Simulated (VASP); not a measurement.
# GaN in VASP: further runs

GaN is run at these levels: PBE; tasks: single point.

Program: VASP 6.6.1. These are calculated values, not measurements. Logs are shortened: lines on timing, memory, paths and dates and some standing lists are left out, and cuts for length are marked.

### Step 1. The cell of the first run

Symmetry: P6_3mc, No. 186, hexagonal system. Conventional cell: a = 3.218 Å, b = 3.218 Å, c = 5.243 Å, α = 90.00°, β = 90.00°, γ = 120.00°. Ga (site symmetry 3m) has 4 N at 1.97 to 1.98 Å within 2.6 Å. Within 2.6 Å of N (site symmetry 3m) lie 4 Ga at 1.97 to 1.98 Å.

### Step 2. Single point, PBE

Contents of INCAR:

```
SYSTEM = GaN
ALGO = Normal ; EDIFF = 1E-6
ENCUT = 520 ; GGA = PE
ISIF = 2 ; ISMEAR = 0
LASPH = .TRUE. ; LCHARG = .FALSE.
LREAL = Auto ; LWAVE = .FALSE.
NBANDS = 366 ; NELM = 80
PREC = Accurate ; SIGMA = 0.01
```

Contents of KPOINTS:

```
k-points
0
G
  1 1 1
  0 0 0
```

Contents of POSCAR:

```
GaN
1.0
    4.8275562240     -8.3615726561      0.0000000000
    4.8275562238      8.3615726562      0.0000000000
    0.0000000000      0.0000000000     10.4863368189
Ga N
36 36
Direct
    0.7777777778      0.2222222222      0.2495674315
    0.7777777778      0.2222222222      0.7495674315
    0.4444444444      0.2222222222      0.2495674315
    0.4444444444      0.2222222222      0.7495674315
    0.1111111111      0.2222222222      0.2495674315
    0.1111111111      0.2222222222      0.7495674315
    0.7777777778      0.5555555556      0.2495674315
    0.7777777778      0.5555555556      0.7495674315
    0.4444444444      0.5555555556      0.2495674315
    0.4444444444      0.5555555556      0.7495674315
    0.1111111111      0.5555555556      0.2495674315
    0.1111111111      0.5555555556      0.7495674315
    0.7777777778      0.8888888889      0.2495674315
    0.7777777778      0.8888888889      0.7495674315
    0.4444444444      0.8888888889      0.2495674315
    0.4444444444      0.8888888889      0.7495674315
    0.1111111111      0.8888888889      0.2495674315
    0.1111111111      0.8888888889      0.7495674315
    0.5555555556      0.1111111111      0.4995674315
    0.5555555556      0.1111111111      0.9995674315
    0.2222222222      0.1111111111      0.4995674315
    0.2222222222      0.1111111111      0.9995674315
    0.8888888889      0.1111111111      0.4995674315
    0.8888888889      0.1111111111      0.9995674315
    0.5555555556      0.4444444444      0.4995674315
    0.5555555556      0.4444444444      0.9995674315
    0.2222222222      0.4444444444      0.4995674315
    0.2222222222      0.4444444444      0.9995674315
    0.8888888889      0.4444444444      0.4995674315
    0.8888888889      0.4444444444      0.9995674315
    0.5555555556      0.7777777778      0.4995674315
    0.5555555556      0.7777777778      0.9995674315
    0.2222222222      0.7777777778      0.4995674315
    0.2222222222      0.7777777778      0.9995674315
    0.8888888889      0.7777777778      0.4995674315
    0.8888888889      0.7777777778      0.9995674315
    0.7777777778      0.2222222222      0.4379325685
    0.7777777778      0.2222222222      0.9379325685
    0.4444444444      0.2222222222      0.4379325685
    0.4444444444      0.2222222222      0.9379325685
    0.1111111111      0.2222222222      0.4379325685
    0.1111111111      0.2222222222      0.9379325685
    0.7777777778      0.5555555556      0.4379325685
    0.7777777778      0.5555555556      0.9379325685
    0.4444444444      0.5555555556      0.4379325685
    0.4444444444      0.5555555556      0.9379325685
    0.1111111111      0.5555555556      0.4379325685
    0.1111111111      0.5555555556      0.9379325685
    0.7777777778      0.8888888889      0.4379325685
    0.7777777778      0.8888888889      0.9379325685
    0.4444444444      0.8888888889      0.4379325685
    0.4444444444      0.8888888889      0.9379325685
    0.1111111111      0.8888888889      0.4379325685
    0.1111111111      0.8888888889      0.9379325685
    0.5555555556      0.1111111111      0.1879325685
    0.5555555556      0.1111111111      0.6879325685
    0.2222222222      0.1111111111      0.1879325685
    0.2222222222      0.1111111111      0.6879325685
    0.8888888889      0.1111111111      0.1879325685
    0.8888888889      0.1111111111      0.6879325685
    0.5555555556      0.4444444444      0.1879325685
    0.5555555556      0.4444444444      0.6879325685
    0.2222222222      0.4444444444      0.1879325685
    0.2222222222      0.4444444444      0.6879325685
    0.8888888889      0.4444444444      0.1879325685
    0.8888888889      0.4444444444      0.6879325685
    0.5555555556      0.7777777778      0.1879325685
    0.5555555556      0.7777777778      0.6879325685
    0.2222222222      0.7777777778      0.1879325685
    0.2222222222      0.7777777778      0.6879325685
    0.8888888889      0.7777777778      0.1879325685
    0.8888888889      0.7777777778      0.6879325685
```

Potentials or basis: VASP PAW PBE potentials, release 64 (Ga_d, N).

Launch:

```bash
$ cat potpaw_PBE.64/Ga_d/POTCAR potpaw_PBE.64/N/POTCAR > POTCAR
$ mpirun -np 1 vasp_gam > vasp.out
```

OUTCAR:

```text
SYSTEM = GaN
   EDIFF = 1E-6
   ENCUT = 520
   GGA = PE
   ISIF = 2
   ISMEAR = 0
   LASPH = .TRUE.
   LREAL = Auto
   NELM = 80
   PREC = Accurate

 ion  position               nearest neighbor table
   1  0.778  0.222  0.250-  59 1.97  65 1.97  55 1.97  37 1.98
   2  0.778  0.222  0.750-  60 1.97  66 1.97  56 1.97  38 1.98
   3  0.444  0.222  0.250-  61 1.97  57 1.97  55 1.97  39 1.98
   4  0.444  0.222  0.750-  62 1.97  58 1.97  56 1.97  40 1.98
   5  0.111  0.222  0.250-  57 1.97  63 1.97  59 1.97  41 1.98
   6  0.111  0.222  0.750-  58 1.97  64 1.97  60 1.97  42 1.98
[... 64 lines left out ...]
  71  0.889  0.778  0.188-  13 1.97   7 1.97  17 1.97  36 1.98
  72  0.889  0.778  0.688-  14 1.97   8 1.97  18 1.97  35 1.98

  LATTYP: Found a hexagonal cell.
 ALAT       =     9.6551124478
 C/A-ratio  =     1.0860916303

  Lattice vectors:

 A1 = (   4.8275562240,  -8.3615726561,   0.0000000000)
 A2 = (   4.8275562238,   8.3615726562,   0.0000000000)
 A3 = (   0.0000000000,   0.0000000000,  10.4863368189)

Analysis of symmetry for initial positions (statically):
=====================================================================
 Subroutine PRICEL returns following result:

  LATTYP: Found a hexagonal cell.
 ALAT       =     3.2183708156
 C/A-ratio  =     1.6291374456

  Lattice vectors:

 A1 = (   1.6091854078,  -2.7871908851,   0.0000000000)
 A2 = (   1.6091854078,   2.7871908851,   0.0000000000)
 A3 = (   0.0000000000,   0.0000000000,   5.2431684094)

  18 primitive cells build up your supercell.

 Routine SETGRP: Setting up the symmetry group for a
 hexagonal supercell.

 Subroutine GETGRP returns: Found 12 space group operations
 (whereof  6 operations were pure point group operations)
 out of a pool of 24 trial point group operations.

The static configuration has the point symmetry C_3v.
 The point group associated with its full space group is C_6v.

Analysis of symmetry for dynamics (positions and initial velocities):
=====================================================================
 Subroutine PRICEL returns following result:

  LATTYP: Found a hexagonal cell.
 ALAT       =     3.2183708156
 C/A-ratio  =     1.6291374456

  Lattice vectors:

 A1 = (   1.6091854078,  -2.7871908851,   0.0000000000)
 A2 = (   1.6091854078,   2.7871908851,   0.0000000000)
 A3 = (   0.0000000000,   0.0000000000,   5.2431684094)

  18 primitive cells build up your supercell.

 Routine SETGRP: Setting up the symmetry group for a
 hexagonal supercell.

 Subroutine GETGRP returns: Found 12 space group operations
 (whereof  6 operations were pure point group operations)
 out of a pool of 24 trial point group operations.

The dynamic configuration has the point symmetry C_3v.
 The point group associated with its full space group is C_6v.

 Subroutine INISYM returns: Found 12 space group operations
 (whereof  6 operations are pure point group operations),
 and found    18 'primitive' translations

----------------------------------------------------------------------------------------

                                     Primitive cell

  volume of cell :      47.0323

  direct lattice vectors                    reciprocal lattice vectors
     1.609185408 -2.787190885  0.000000000     0.310716216 -0.179392091  0.000000000
     1.609185408  2.787190885  0.000000000     0.310716216  0.179392091  0.000000000
     0.000000000  0.000000000  5.243168409     0.000000000  0.000000000  0.190724372

  length of vectors
     3.218370816  3.218370816  5.243168409     0.358784181  0.358784181  0.190724372

  position of ions in fractional coordinates (direct lattice)
     0.333333334  0.666666667  0.499134863
     0.666666667  0.333333333  0.999134863
     0.333333334  0.666666667  0.875865137
     0.666666667  0.333333333  0.375865137

  ion indices of the primitive-cell ions
   primitive index   ion index
                 1           1
                 2          23
                 3          37
                 4          59

----------------------------------------------------------------------------------------

 KPOINTS: k-points

Automatic generation of k-mesh.
 Grid dimensions read from file:
 generate k-points for:    1    1    1

 Generating k-lattice:

  Cartesian coordinates                     Fractional coordinates (reciprocal lattice)
     0.103572072 -0.059797364  0.000000000     1.000000000  0.000000000  0.000000000
     0.103572072  0.059797364  0.000000000     0.000000000  1.000000000  0.000000000
     0.000000000  0.000000000  0.095362186     0.000000000  0.000000000  1.000000000

  Length of vectors
     0.119594727  0.119594727  0.095362186

  Shift w.r.t. Gamma in fractional coordinates (k-lattice)
     0.000000000  0.000000000  0.000000000

 Subroutine IBZKPT returns following result:
 ===========================================

 Found      1 irreducible k-points:

 Following reciprocal coordinates:
            Coordinates               Weight
  0.000000  0.000000  0.000000      1.000000
   k-points           NKPTS =      1   k-points in BZ     NKDIM =      1   number of bands    NBANDS=    366
   number of dos      NEDOS =    301   number of ions     NIONS =     72
   total plane-waves  NPLWV = 414720
   dimension x,y,z NGX =    72 NGY =   72 NGZ =   80
   dimension x,y,z NGXF=   144 NGYF=  144 NGZF=  160
   ions per type =              36  36
   NGX,Y,Z   is equivalent  to a cutoff of  12.40, 12.40, 12.68 a.u.
   NGXF,Y,Z  is equivalent  to a cutoff of  24.79, 24.79, 25.37 a.u.
 SYSTEM =  GaN
   PREC   = accura    normal or accurate (medium, high low for compatibility)
   ISTART =      0    job   : 0-new  1-cont  2-samecut
   ICHARG =      2    charge: 1-file 2-atom 10-const
   ISPIN  =      1    spin polarized calculation?
   LNONCOLLINEAR =      F non collinear calculations
   LSORBIT =      F    spin-orbit coupling
   LASPH  =      T    aspherical Exc in radial PAW
   ENCUT  =  520.0 eV  38.22 Ry    6.18 a.u.  17.95 17.95 19.50*2*pi/ulx,y,z
   NELM   =     80;   NELMIN=  2; NELMDL= -5     # of ELM steps
   EDIFF  = 0.1E-05   stopping-criterion for ELM
   LREAL  =      T    real-space projection
   EDIFFG = 0.1E-04   stopping-criterion for IOM
   NSW    =      0    number of steps for IOM
   IBRION =     -1    ionic relax: 0-MD 1-quasi-New 2-CG
   NFREE  =      0    steps in history (QN), initial steepest desc. (CG)
   ISIF   =      2    stress and relaxation
   ISYM   =      2    0-nonsym 1-usesym 2-fastsym
   POTIM  = 0.5000    time-step for ionic-motion
   TEBEG  =    0.0;   TEEND  =   0.0 temperature during run
   PSTRESS=    0.0 pullay stress
   NELECT =     648.0000    total number of electrons
   NUPDOWN=      -1.0000    fix difference up-down
   EMIN   =  10.00;   EMAX   =-10.00  energy-range for DOS
   EFERMI =   0.00;   METHOD = LEGACY
   ISMEAR =     0;   SIGMA  =   0.01  broadening in eV -4-tet -1-fermi 0-gaus
   EFERMI_NEDOS =   21; number of points for ismear=-14 and -15
   IALGO  =     38    algorithm
   IMIX   =      4    mixing-type and parameters
     AMIX     =   0.40;   BMIX     =  1.00
     AMIX_MAG =   1.60;   BMIX_MAG =  1.00
  volume/ion in A,a.u.               =      11.76        79.35
  Fermi-wavevector in a.u.,A,eV,Ry     =   1.497534  2.829930 30.512550  2.242609
  Thomas-Fermi vector in A             =   2.609410
   LORBIT       =      0    0 simple, 1 ext, 2 COOP (PROOUT), +10 PAW based schemes
   GGA     = PE    functional components
   LHFCALC =     F    Hartree Fock is set to
   AEXX    =    0.0000 exact exchange contribution
   IVDW    =     0    specifies the selected vdW correction
   LEPSILON=     F    determine dielectric tensor
   LRPA    =     F    only Hartree local field effects (RPA)
 non-spin polarized calculation
 Gauss-broadening in eV      SIGMA  =   0.01
  energy-cutoff  :      520.00
  volume of cell :      846.58
 maximum number of plane-waves:     11405
 NGX is ok and might be reduce to    70
   NGX = 35   NGY = 35   NGZ = 39

 number of electron     647.9999222 magnetization

 Free energy of the ion-electron system (eV)
  ---------------------------------------------------
  ext. energy  EPLUGINS =         0.00000000
  ---------------------------------------------------
  free energy    TOTEN  =      -432.54503664 eV

  energy without entropy =     -432.54503664  energy(sigma->0) =     -432.54503664

 E-fermi :   5.1462     XC(G=0): -11.4943

 val. band max:        5.0970283488   @ k =   0.0000   0.0000   0.0000
 cond. band min:       6.7770045130   @ k =   0.0000   0.0000   0.0000
 fundamental gap:      1.6799761641
 Fermi energy:         5.1461854410

 k-point     1 :       0.0000    0.0000    0.0000
  band No.  band energies     occupation
      1     -10.6645      2.00000
      2     -10.1499      2.00000
      3     -10.1499      2.00000
      4     -10.0122      2.00000
      5     -10.0122      2.00000
      6     -10.0122      2.00000
[... 328 lines left out ...]
    335       9.8102      0.00000
    336       9.8102      0.00000
 [bands above 336 left out]

------------------------ aborting loop because EDIFF is reached ----------------------------------------

  FORCE on cell =-STRESS in cart. coord.  units (eV):
  Direction    XX          YY          ZZ          XY          YZ          ZX
  --------------------------------------------------------------------------------------
  -------------------------------------------------------------------------------------
  Total        4.2767919      4.2767919     -6.4179560     -0.0000000      0.0000000      0.0000000
  in kB        8.0939329      8.0939329    -12.1461380     -0.0000000      0.0000000      0.0000000
  external PRESSURE =       1.3472426 kB  Pullay stress =       0.0000000 kB

 VOLUME and BASIS-vectors are now :
 -----------------------------------------------------------------------------
  energy-cutoff  :      520.00
  volume of cell :      846.58
      direct lattice vectors                 reciprocal lattice vectors
     4.827556224 -8.361572656  0.000000000     0.103572072 -0.059797364  0.000000000
     4.827556224  8.361572656  0.000000000     0.103572072  0.059797364  0.000000000
     0.000000000  0.000000000 10.486336819     0.000000000  0.000000000  0.095362186

 POSITION                                       TOTAL-FORCE (eV/Angst)
 -----------------------------------------------------------------------------------
      4.82756     -4.64532      2.61705        -0.000000     -0.000000      0.018995
      4.82756     -4.64532      7.86022        -0.000000      0.000000      0.018995
      3.21837     -1.85813      2.61705         0.000000     -0.000000      0.018995
      3.21837     -1.85813      7.86022         0.000000      0.000000      0.018995
      1.60919      0.92906      2.61705        -0.000000     -0.000000      0.018995
      1.60919      0.92906      7.86022         0.000000     -0.000000      0.018995
[... 64 lines left out ...]
      8.04593     -0.92906      1.97072         0.000000      0.000000     -0.018995
      8.04593     -0.92906      7.21389         0.000000      0.000000     -0.018995
 -----------------------------------------------------------------------------------
    total drift:                               -0.000020      0.000000      0.037109

  FREE ENERGIE OF THE ION-ELECTRON SYSTEM (eV)
  ---------------------------------------------------
  free  energy   TOTEN  =      -432.5450366412 eV

  energy  without entropy=     -432.5450366412  energy(sigma->0) =     -432.54503664
```

It took 11 min on 1 thread of AMD EPYC 7R43 (Zen 3), shared host; peak memory 0.78 GiB.

What came out:

```
Free energy            : -432.5450 eV
Pressure               : 0.1 GPa
Largest force          : 0.019 eV/Å
Band gap on the k mesh : 1.68 eV
```

Forces on the atoms (eV/Å):
```
Ga   0.000  0.000  0.019
Ga   0.000  0.000  0.019
Ga   0.000  0.000  0.019
Ga   0.000  0.000  0.019
Ga   0.000  0.000  0.019
Ga   0.000  0.000  0.019
Ga   0.000  0.000  0.019
Ga   0.000  0.000  0.019
Ga   0.000  0.000  0.019
Ga   0.000  0.000  0.019
Ga   0.000  0.000  0.019
Ga   0.000  0.000  0.019
Ga   0.000  0.000  0.019
Ga   0.000  0.000  0.019
Ga   0.000  0.000  0.019
Ga   0.000  0.000  0.019
Ga   0.000  0.000  0.019
Ga   0.000  0.000  0.019
Ga   0.000  0.000  0.019
Ga   0.000  0.000  0.019
Ga   0.000  0.000  0.019
Ga   0.000  0.000  0.019
Ga   0.000  0.000  0.019
Ga   0.000  0.000  0.019
Ga   0.000  0.000  0.019
Ga   0.000  0.000  0.019
Ga   0.000  0.000  0.019
Ga   0.000  0.000  0.019
Ga   0.000  0.000  0.019
Ga   0.000  0.000  0.019
Ga   0.000  0.000  0.019
Ga   0.000  0.000  0.019
Ga   0.000  0.000  0.019
Ga   0.000  0.000  0.019
Ga   0.000  0.000  0.019
Ga   0.000  0.000  0.019
N    0.000  0.000 -0.019
N    0.000  0.000 -0.019
N    0.000  0.000 -0.019
N    0.000  0.000 -0.019
N    0.000  0.000 -0.019
N    0.000  0.000 -0.019
N    0.000  0.000 -0.019
N    0.000  0.000 -0.019
N    0.000  0.000 -0.019
N    0.000  0.000 -0.019
N    0.000  0.000 -0.019
N    0.000  0.000 -0.019
N    0.000  0.000 -0.019
N    0.000  0.000 -0.019
N    0.000  0.000 -0.019
N    0.000  0.000 -0.019
N    0.000  0.000 -0.019
N    0.000  0.000 -0.019
N    0.000  0.000 -0.019
N    0.000  0.000 -0.019
N    0.000  0.000 -0.019
N    0.000  0.000 -0.019
N    0.000  0.000 -0.019
N    0.000  0.000 -0.019
N    0.000  0.000 -0.019
N    0.000  0.000 -0.019
N    0.000  0.000 -0.019
N    0.000  0.000 -0.019
N    0.000  0.000 -0.019
N    0.000  0.000 -0.019
N    0.000  0.000 -0.019
N    0.000  0.000 -0.019
N    0.000  0.000 -0.019
N    0.000  0.000 -0.019
N    0.000  0.000 -0.019
N    0.000  0.000 -0.019
```

Caveat: the k points lie up to 0.75 Å⁻¹ apart; an odd mesh through Γ misses points on the zone boundary, where band edges can lie.

(Part 1 of 2 ends here.)
